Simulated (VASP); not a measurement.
# TiO2 (Anatase) (I4_1/amd) in VASP: further runs

The runs below take TiO2 (Anatase) through single point, with PBE.

Program: VASP 6.6.1. These are calculated values, not measurements. Logs are shortened: lines on timing, memory, paths and dates and some standing lists are left out, and cuts for length are marked.

## (1) The cell of the first run

The structure is tetragonal, space group I4_1/amd (No. 141). The conventional cell has a = 3.775 Å, b = 3.775 Å, c = 9.430 Å, α = 90.00°, β = 90.00°, γ = 90.00°. Ti (site symmetry -4m2) has 6 O at 1.93 to 1.98 Å within 2.6 Å. Within 2.6 Å of O (site symmetry 2mm) lie 3 Ti at 1.93 to 1.98 Å and 2 O at 2.48 Å.

## (2) Single point, PBE (volume scaled by 0.960)

File INCAR:

```
SYSTEM = TiO2
  PREC = Accurate
  ENCUT = 520
  EDIFF = 1E-6
  ISMEAR = 0
  SIGMA = 0.05
  LREAL = .FALSE.
  LASPH = .TRUE.
  NELM = 60
  ALGO = Normal
  ISIF = 2
  LWAVE = .FALSE.
  LCHARG = .FALSE.
  GGA = PE
  NBANDS = 33
```

File KPOINTS:

```
Automatic mesh
0
G
  10 10 10
  0 0 0
```

File POSCAR:

```
TiO2
1.0
   -1.8875452126      1.8875452126      4.7149659928
    1.8875452126     -1.8875452126      4.7149659928
    1.8875452126      1.8875452126     -4.7149659928
Ti O
2 4
Direct
    0.0000000000      0.0000000000      0.0000000000
    0.7500000000      0.2500000000      0.5000000000
    0.2099163619      0.2099163619      0.0000000000
    0.9599163619      0.4599163619      0.5000000000
    0.5400836381      0.0400836381      0.5000000000
    0.7900836381      0.7900836381      0.0000000000
```

Potentials or basis: VASP PAW PBE potentials, release 64 (Ti_sv, O).

Started as:

```sh
$ cat potpaw_PBE.64/Ti_sv/POTCAR potpaw_PBE.64/O/POTCAR > POTCAR
$ mpirun -np 1 vasp_std > vasp.out
```

OUTCAR:

```text
SYSTEM = TiO2
   PREC = Accurate
   ENCUT = 520
   EDIFF = 1E-6
   ISMEAR = 0
   LREAL = .FALSE.
   LASPH = .TRUE.
   NELM = 60
   ISIF = 2
   GGA = PE

 ion  position               nearest neighbor table
   1  0.000  0.000  0.000-   5 1.93   4 1.93   5 1.93   4 1.93   3 1.98   6 1.98
   2  0.750  0.250  0.500-   6 1.93   3 1.93   6 1.93   3 1.93   4 1.98   5 1.98
   3  0.210  0.210  0.000-   2 1.93   2 1.93   1 1.98
   4  0.960  0.460  0.500-   1 1.93   1 1.93   2 1.98
   5  0.540  0.040  0.500-   1 1.93   1 1.93   2 1.98
   6  0.790  0.790  0.000-   2 1.93   2 1.93   1 1.98

  LATTYP: Found a body centered tetragonal cell.
 ALAT       =     3.7750904252
 C/A-ratio  =     2.4979353932

  Lattice vectors:

 A1 = (  -1.8875452126,   1.8875452126,   4.7149659928)
 A2 = (   1.8875452126,  -1.8875452126,   4.7149659928)
 A3 = (   1.8875452126,   1.8875452126,  -4.7149659928)

Analysis of symmetry for initial positions (statically):
=====================================================================
 Subroutine PRICEL returns:
 Original cell was already a primitive cell.

 Routine SETGRP: Setting up the symmetry group for a
 body centered tetragonal supercell.

 Subroutine GETGRP returns: Found 16 space group operations
 (whereof  8 operations were pure point group operations)
 out of a pool of 16 trial point group operations.

The static configuration has the point symmetry D_2d.
 The point group associated with its full space group is D_4h.

Analysis of symmetry for dynamics (positions and initial velocities):
=====================================================================
 Subroutine PRICEL returns:
 Original cell was already a primitive cell.

 Routine SETGRP: Setting up the symmetry group for a
 body centered tetragonal supercell.

 Subroutine GETGRP returns: Found 16 space group operations
 (whereof  8 operations were pure point group operations)
 out of a pool of 16 trial point group operations.

The dynamic configuration has the point symmetry D_2d.
 The point group associated with its full space group is D_4h.

 Subroutine INISYM returns: Found 16 space group operations
 (whereof  8 operations are pure point group operations),
 and found     1 'primitive' translations

----------------------------------------------------------------------------------------

                                     Primitive cell

  volume of cell :      67.1944

[... 94 lines left out ...]
   ENCUT  =  520.0 eV  38.22 Ry    6.18 a.u.  10.07 10.07 10.07*2*pi/ulx,y,z
   NELM   =     60;   NELMIN=  2; NELMDL= -5     # of ELM steps
   EDIFF  = 0.1E-05   stopping-criterion for ELM
   LREAL  =      F    real-space projection
   EDIFFG = 0.1E-04   stopping-criterion for IOM
   NSW    =      0    number of steps for IOM
   IBRION =     -1    ionic relax: 0-MD 1-quasi-New 2-CG
   NFREE  =      0    steps in history (QN), initial steepest desc. (CG)
   ISIF   =      2    stress and relaxation
   ISYM   =      2    0-nonsym 1-usesym 2-fastsym
   POTIM  = 0.5000    time-step for ionic-motion
   TEBEG  =    0.0;   TEEND  =   0.0 temperature during run
   PSTRESS=    0.0 pullay stress
   NELECT =      48.0000    total number of electrons
   NUPDOWN=      -1.0000    fix difference up-down
   EMIN   =  10.00;   EMAX   =-10.00  energy-range for DOS
   EFERMI =   0.00;   METHOD = LEGACY
   ISMEAR =     0;   SIGMA  =   0.05  broadening in eV -4-tet -1-fermi 0-gaus
   EFERMI_NEDOS =   21; number of points for ismear=-14 and -15
   IALGO  =     38    algorithm
   IMIX   =      4    mixing-type and parameters
     AMIX     =   0.40;   BMIX     =  1.00
     AMIX_MAG =   1.60;   BMIX_MAG =  1.00
  volume/ion in A,a.u.               =      11.20        75.58
  Fermi-wavevector in a.u.,A,eV,Ry     =   1.463449  2.765517 29.139351  2.141682
  Thomas-Fermi vector in A             =   2.579542
   LORBIT       =      0    0 simple, 1 ext, 2 COOP (PROOUT), +10 PAW based schemes
   GGA     = PE    functional components
   LHFCALC =     F    Hartree Fock is set to
   AEXX    =    0.0000 exact exchange contribution
   IVDW    =     0    specifies the selected vdW correction
   LEPSILON=     F    determine dielectric tensor
   LRPA    =     F    only Hartree local field effects (RPA)
 non-spin polarized calculation
 Gauss-broadening in eV      SIGMA  =   0.05
  energy-cutoff  :      520.00
  volume of cell :       67.19
 maximum number of plane-waves:      1830
   NGX = 21   NGY = 21   NGZ = 21

 number of electron      47.9999990 magnetization

 Free energy of the ion-electron system (eV)
  ---------------------------------------------------
  ext. energy  EPLUGINS =         0.00000000
  ---------------------------------------------------
  free energy    TOTEN  =       -53.78742536 eV

  energy without entropy =      -53.78742536  energy(sigma->0) =      -53.78742536

 E-fermi :   3.8595     XC(G=0): -10.8165

 val. band max:        3.5480278510   @ k =  -0.4000   0.4000   0.0000
 cond. band min:       5.6288430648   @ k =   0.0000   0.0000   0.0000
 fundamental gap:      2.0808152138
 Fermi energy:         3.8595181953

 k-point     1 :       0.0000    0.0000    0.0000
  band No.  band energies     occupation
      1     -52.8365      2.00000
      2     -52.7712      2.00000
      3     -29.3164      2.00000
      4     -29.0697      2.00000
      5     -29.0697      2.00000
      6     -28.9929      2.00000
[... 853 lines left out ...]
     32      10.1474      0.00000
     33      11.0349      0.00000

 [... further k-points ...]
[... 5 lines left out ...]
  --------------------------------------------------------------------------------------
  -------------------------------------------------------------------------------------
  Total        3.4387112      3.4387112      3.4259117      0.0000000     -0.0000000      0.0000000
  in kB       81.9922873     81.9922873     81.6870983      0.0000000     -0.0000000      0.0000000
  external PRESSURE =      81.8905576 kB  Pullay stress =       0.0000000 kB

 VOLUME and BASIS-vectors are now :
 -----------------------------------------------------------------------------
  energy-cutoff  :      520.00
  volume of cell :       67.19
      direct lattice vectors                 reciprocal lattice vectors
    -1.887545213  1.887545213  4.714965993     0.000000000  0.264894317  0.106045304
     1.887545213 -1.887545213  4.714965993     0.264894317  0.000000000  0.106045304
     1.887545213  1.887545213 -4.714965993     0.264894317  0.264894317  0.000000000

 POSITION                                       TOTAL-FORCE (eV/Angst)
 -----------------------------------------------------------------------------------
      0.00000      0.00000      0.00000         0.000000      0.000000     -0.000000
      0.00000      1.88755      2.35748         0.000000      0.000000     -0.000000
      0.00000      0.00000      1.97950        -0.000000     -0.000000      0.024148
      0.00000      1.88755      4.33698        -0.000000     -0.000000      0.024148
     -0.00000      1.88755      0.37799         0.000000      0.000000     -0.024148
      0.00000      0.00000      7.45043        -0.000000     -0.000000     -0.024148
 -----------------------------------------------------------------------------------
    total drift:                                0.000000      0.000000     -0.000000

  FREE ENERGIE OF THE ION-ELECTRON SYSTEM (eV)
  ---------------------------------------------------
  free  energy   TOTEN  =       -53.7874253563 eV

  energy  without entropy=      -53.7874253563  energy(sigma->0) =      -53.78742536
```

OSZICAR:

```text
N       E                     dE             d eps       ncg     rms          rms(c)
DAV:   1     0.661835177746E+03    0.66184E+03   -0.24162E+04  6740   0.169E+03
DAV:   2     0.289055397203E+02   -0.63293E+03   -0.58578E+03  7386   0.509E+02
DAV:   3    -0.657831941516E+02   -0.94689E+02   -0.92888E+02  9145   0.190E+02
DAV:   4    -0.706531350270E+02   -0.48699E+01   -0.48593E+01 10109   0.416E+01
DAV:   5    -0.708373337351E+02   -0.18420E+00   -0.18417E+00  8580   0.635E+00    0.326E+01
DAV:   6    -0.538606770577E+02    0.16977E+02   -0.76633E+01  9388   0.892E+01    0.108E+01
DAV:   7    -0.539721298403E+02   -0.11145E+00   -0.14242E+01  8845   0.319E+01    0.965E+00
DAV:   8    -0.538300103238E+02    0.14212E+00   -0.54749E-01  8976   0.638E+00    0.661E+00
DAV:   9    -0.538387968499E+02   -0.87865E-02   -0.72883E-01  9212   0.970E+00    0.222E+00
DAV:  10    -0.537975264379E+02    0.41270E-01   -0.31593E-01  9258   0.576E+00    0.909E-01
DAV:  11    -0.537879515645E+02    0.95749E-02   -0.39243E-02  9155   0.134E+00    0.412E-01
DAV:  12    -0.537877298355E+02    0.22173E-03   -0.49901E-03  8064   0.850E-01    0.142E-01
DAV:  13    -0.537874371811E+02    0.29265E-03   -0.11102E-03  9156   0.383E-01    0.306E-02
DAV:  14    -0.537874248869E+02    0.12294E-04   -0.11468E-04  8863   0.830E-02    0.120E-02
DAV:  15    -0.537874253563E+02   -0.46937E-06   -0.87672E-06  8873   0.276E-02
   1 F= -.53787425E+02 E0= -.53787425E+02  d E =-.170175E-20
```

Wall time 5.6 min (1 thread of Intel Xeon 6975P-C, shared host); peak memory 0.36 GiB.

Results:

```yaml
Free_energy: -53.7874 eV
Pressure: 8.2 GPa
Largest_force: 0.024 eV/Å
Band_gap_on_the_k_mesh: 2.08 eV, indirect (least direct gap 2.46 eV)
```

Forces on the atoms (eV/Å):
```
Ti   0.000  0.000  0.000
Ti   0.000  0.000  0.000
O    0.000  0.000  0.024
O    0.000  0.000  0.024
O    0.000  0.000 -0.024
O    0.000  0.000 -0.024
```

Caveat: the cell differs from its parent crystal (volume scaled by 0.960). A k mesh can miss the band edges.

## (3) Single point, PBE (volume scaled by 0.980)

File INCAR:

```
SYSTEM = TiO2
ALGO = Normal
EDIFF = 1E-7
ENCUT = 520
GGA = PE
ISIF = 2
ISMEAR = 0
LASPH = .TRUE.
LCHARG = .FALSE.
LREAL = .FALSE.
LWAVE = .FALSE.
NBANDS = 33
NELM = 80
PREC = Accurate
SIGMA = 0.05
```

File KPOINTS:

```
k-points
0
G
  10 10 10
  0 0 0
```

File POSCAR:

```
TiO2
1.0
   -1.8928960527      1.8928960527      4.7860210279
    1.8928960527     -1.8928960527      4.7860210279
    1.8928960527      1.8928960527     -4.7860210279
Ti O
2 4
Direct
    0.0000000000      0.0000000000      0.0000000000
    0.7500000000      0.2500000000      0.5000000000
    0.2080294511      0.2080294511      0.0000000000
    0.9580294511      0.4580294511      0.5000000000
    0.5419705489      0.0419705489      0.5000000000
    0.7919705489      0.7919705489      0.0000000000
```

Potentials or basis: VASP PAW PBE potentials, release 64 (Ti_sv, O).

Started as:

```sh
$ cat potpaw_PBE.64/Ti_sv/POTCAR potpaw_PBE.64/O/POTCAR > POTCAR
$ mpirun -np 1 vasp_std > vasp.out
```

Wall time 8.8 min (1 thread of Intel Xeon 6975P-C, shared host); peak memory 0.37 GiB.

Results (log left out):

```yaml
Free_energy: -53.8423 eV
Pressure: 4.3 GPa
Largest_force: 0.022 eV/Å
Band_gap_on_the_k_mesh: 2.10 eV, indirect (least direct gap 2.44 eV)
```

Forces in eV/Å, atoms in the order of the input:
```
Ti   0.000  0.000  0.000
Ti   0.000  0.000  0.000
O    0.000  0.000  0.022
O    0.000  0.000  0.022
O    0.000  0.000 -0.022
O    0.000  0.000 -0.022
```

Levels at points of the mesh, in eV from the valence-band top:
```tsv
k point	band 21	band 22	band 23	band 24	band 25	band 26	band 27	band 28
(0.00, 0.00, 0.00)	-0.78	-0.78	-0.46	-0.46	2.10	2.82	3.96	3.96
(0.50, 0.00, 0.00)	-1.94	-0.94	-0.85	-0.64	3.22	3.52	3.53	3.62
(0.50, 0.50, 0.00)	-2.05	-2.05	-0.03	-0.03	3.30	3.30	3.78	3.78
(0.50, 0.50, 0.50)	-1.26	-1.26	-0.12	-0.12	2.45	2.45	3.74	3.74
```

Caveat: the cell differs from its parent crystal (volume scaled by 0.980). A k mesh can miss the band edges.

## (4) Single point, PBE

This run uses another cell than the first one, of 11.67 Å³/atom, 1.042 times its volume.

File INCAR:

```
PREC = Accurate
ENCUT = 520
EDIFF = 1E-6
ISMEAR = 0
SIGMA = 0.05
LREAL = False
LASPH = True
NELM = 60
ALGO = Normal
ISIF = 2
LWAVE = False
LCHARG = True
GGA = PE
LELF = True
LVHAR = True
NBANDS = 33
```

File KPOINTS:

```
regular mesh
0
Gamma
  10 10 10
```

File POSCAR:

```
TiO2
1.0
   -1.8994290456      1.8994290456      4.8501582422
    1.8994290456     -1.8994290456      4.8501582422
    1.8994290456      1.8994290456     -4.8501582422
Ti O
2 4
Direct
    0.0000000000      0.0000000000      0.0000000000
    0.7500000000      0.2500000000      0.5000000000
    0.2064582662      0.2064582662      0.0000000000
    0.9564582662      0.4564582662      0.5000000000
    0.5435417338      0.0435417338      0.5000000000
    0.7935417338      0.7935417338      0.0000000000
```

Started as:

```sh
$ cat potpaw_PBE.64/Ti_sv/POTCAR potpaw_PBE.64/O/POTCAR > POTCAR
$ mpirun -np 1 vasp_std > vasp.out
```

Run time: 8.5 min. Hardware: 1 thread of Intel Xeon 6975P-C, shared host; peak memory 0.38 GiB.

The run converged. Its results:

| Quantity | Value |
| --- | --- |
| Free energy | -53.8648 eV |
| Pressure | 0.7 GPa |
| Largest force | 0.018 eV/Å |
| Band gap on the k mesh | 2.11 eV, indirect (least direct gap 2.41 eV) |

Forces in eV/Å, atoms in the order of the input:
```
Ti   0.000  0.000  0.000
Ti   0.000  0.000  0.000
O    0.000  0.000  0.018
O    0.000  0.000  0.018
O    0.000  0.000 -0.018
O    0.000  0.000 -0.018
```

Levels at points of the mesh, in eV from the valence-band top:
| k point | band 20 | band 21 | band 22 | band 23 | band 24 | band 25 | band 26 | band 27 | band 28 | band 29 |
| --- | --- | --- | --- | --- | --- | --- | --- | --- | --- | --- |
| (0.00, 0.00, 0.00) | -0.79 | -0.79 | -0.78 | -0.41 | -0.41 | 2.11 | 2.78 | 3.97 | 3.97 | 3.98 |
| (0.50, 0.00, 0.00) | -1.89 | -1.88 | -0.87 | -0.84 | -0.63 | 3.19 | 3.46 | 3.51 | 3.52 | 4.20 |
| (0.50, 0.50, 0.00) | -2.56 | -1.97 | -1.97 | -0.04 | -0.04 | 3.21 | 3.21 | 3.68 | 3.68 | 4.77 |
| (0.50, 0.50, 0.50) | -1.33 | -1.23 | -1.23 | -0.09 | -0.09 | 2.44 | 2.44 | 3.70 | 3.70 | 4.26 |

A k mesh can miss the band edges.

## (5) Single point, PBE (volume scaled by 1.020)

File INCAR:

```
SYSTEM = TiO2
PREC = Accurate
ENCUT = 520
EDIFF = 1E-6
ISMEAR = 0
SIGMA = 0.05
LREAL = .False.
LASPH = .True.
NELM = 100
ALGO = Normal
ISIF = 2
LWAVE = .False.
LCHARG = .True.
GGA = PE
LELF = .True.
LVHAR = .True.
NBANDS = 33
```

File KPOINTS:

```
Automatic mesh
0
Gamma
  10 10 10
  0 0 0
```

File POSCAR:

```
TiO2
1.0
   -1.9068718760      1.9068718760      4.9086176279
    1.9068718760     -1.9068718760      4.9086176279
    1.9068718760      1.9068718760     -4.9086176279
Ti O
2 4
Direct
    0.0000000000      0.0000000000      0.0000000000
    0.7500000000      0.2500000000      0.5000000000
    0.2050873228      0.2050873228      0.0000000000
    0.9550873228      0.4550873228      0.5000000000
    0.5449126772      0.0449126772      0.5000000000
    0.7949126772      0.7949126772      0.0000000000
```

Started as:

```sh
$ cat potpaw_PBE.64/Ti_sv/POTCAR potpaw_PBE.64/O/POTCAR > POTCAR
$ mpirun -np 1 vasp_std > vasp.out
```

Run time: 9.1 min. Hardware: 1 thread of Intel Xeon 6975P-C, shared host; peak memory 0.38 GiB.

The run converged. Its results:

```
Free energy            : -53.8569 eV
Pressure               : -2.7 GPa
Largest force          : 0.018 eV/Å
Band gap on the k mesh : 2.11 eV, indirect (least direct gap 2.38 eV)
```

Forces in eV/Å, atoms in the order of the input:
```
Ti   0.000  0.000  0.000
Ti   0.000  0.000  0.000
O    0.000  0.000  0.018
O    0.000  0.000  0.018
O    0.000  0.000 -0.018
O    0.000  0.000 -0.018
```

Stress tensor (GPa, compression positive):
```
-2.79  0.00  0.00
 0.00 -2.79  0.00
 0.00  0.00 -2.64
```

Levels at points of the mesh, in eV from the valence-band top:
| k point | band 21 | band 22 | band 23 | band 24 | band 25 | band 26 | band 27 | band 28 |
| --- | --- | --- | --- | --- | --- | --- | --- | --- |
| (0.00, 0.00, 0.00) | -0.79 | -0.78 | -0.37 | -0.37 | 2.11 | 2.74 | 3.96 | 3.96 |
| (0.50, 0.00, 0.00) | -1.81 | -0.83 | -0.81 | -0.62 | 3.15 | 3.40 | 3.43 | 3.49 |
| (0.50, 0.50, 0.00) | -1.89 | -1.89 | -0.05 | -0.05 | 3.13 | 3.13 | 3.60 | 3.60 |
| (0.50, 0.50, 0.50) | -1.19 | -1.19 | -0.07 | -0.07 | 2.42 | 2.42 | 3.65 | 3.65 |

Caveat: the cell differs from its parent crystal (volume scaled by 1.020). A k mesh can miss the band edges.

## (6) Overview

| cell | gap on the mesh (eV) | pressure (GPa) | largest force (eV/Å) |
| --- | --- | --- | --- |
| a = 5.418 Å, angles 139.2, 139.2, 59.0°, 6 atoms | 2.08 | 8.2 | 0.02 |
| a = 5.484 Å, angles 139.6, 139.6, 58.4°, 6 atoms | 2.10 | 4.3 | 0.02 |
| a = 5.544 Å, angles 139.9, 139.9, 58.0°, 6 atoms | 2.11 | 0.7 | 0.02 |
| a = 5.601 Å, angles 140.2, 140.2, 57.6°, 6 atoms | 2.11 | -2.7 | 0.02 |

Alike in all rows: task single point; level PBE; potentials or basis VASP PAW PBE potentials, release 64 (Ti_sv, O); no spin polarisation; k mesh 10 × 10 × 10; cutoff (eV) 520; smearing gaussian 0.05 eV.

Absolute energies hang on the potentials; compare differences alone.
